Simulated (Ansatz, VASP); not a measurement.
**CaSe: VASP beside Ansatz**

```xyz
2
Lattice="0.0000 3.3000 3.3000 3.3000 0.0000 3.3000 3.3000 3.3000 0.0000" Properties=species:S:1:pos:R:3 pbc="T T T"
Ca    0.0000    0.0000    0.0000
Se    4.9500    4.9500    4.9500
```

Alike in both runs: task relaxation of cell and atoms; functional LDA; k mesh 6 × 6 × 6; no spin polarisation.

|  | VASP | Ansatz |
| --- | --- | --- |
| version | VASP 6.6.1 | Ansatz 0.2.0 |
| potentials or method | VASP PAW LDA potentials, release 64 (Ca_sv, Se), cutoff 600 eV | plane waves, PAW |
| occupations | gaussian, width 0.01 eV | fixed |
| valence electrons in the cell | 16 | 26 |

Ansatz gave:

| Property | Result |
| --- | --- |
| relaxed volume (Å³/atom) | 33.04 |
| relaxed cell length with the largest relative difference (Å) | 4.538 |

What did VASP give for the same quantities?

Relaxed volume (Å³/atom): 33.21; relaxed cell length with the largest relative difference (Å): 4.546.

LDA's correlation is that of Perdew and Zunger in VASP and of Perdew and Wang (1992) in Ansatz. VASP's potentials hold 16 valence electrons a cell and Ansatz's 26, so a difference there can come from the potentials and not from the codes.
